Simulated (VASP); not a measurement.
Input of a VASP 6.6.1 run:

The input POSCAR:

```
Tl
1.0
    1.8799530000      3.2561700000      0.0000000000
   -1.8799530000      3.2561700000      0.0000000000
    0.0000000000      0.0000000000      5.9038240000
Tl
2
Direct
    0.3333300000      0.3333400000      0.2500000000
    0.6666600000      0.6666700000      0.7500000000
```

File INCAR.step1:

```
SYSTEM = Tl
PREC = Accurate
ENCUT = 520
ISMEAR = 1
SIGMA = 0.01
LREAL = .False.
LASPH = .True.
NELM = 100
NBANDS = 20
GGA = PE
ALGO = Normal
EDIFF = 1E-4
LWAVE = .True.
LCHARG = .False.
```

File INCAR.step2:

```
SYSTEM = Tl
PREC = Accurate
ENCUT = 520
EDIFF = 1E-6
ISMEAR = 1
SIGMA = 0.01
LREAL = .False.
LASPH = .True.
NELM = 100
ALGO = Normal
ISIF = 2
LWAVE = .False.
LCHARG = .False.
METAGGA = R2SCAN
LMIXTAU = .True.
NBANDS = 20
ISTART = 1
```

File KPOINTS:

```
Automatic mesh
0
Gamma
  6 6 3
  0 0 0
```

Potentials or basis: VASP PAW PBE potentials, release 64 (Tl_d).

The run is started by

```sh
$ cat potpaw_PBE.64/Tl_d/POTCAR > POTCAR
$ cp INCAR.step1 INCAR
$ mpirun -np 1 vasp_std > vasp.out
$ cp INCAR.step2 INCAR
$ mpirun -np 1 vasp_std > vasp.out
```

(1) Estimate the band gap on the k mesh.

(2) What does it give for the pressure?

Results:

(1) zero (bands 13 and 14 overlap by 1.83 eV).

(2) -3.5 GPa.

Caveat: the cell stands under tension; the PAW data sets were made with another functional, which shifts forces and pressure a little; spin-orbit coupling is left out, which moves the levels of the heavy elements.
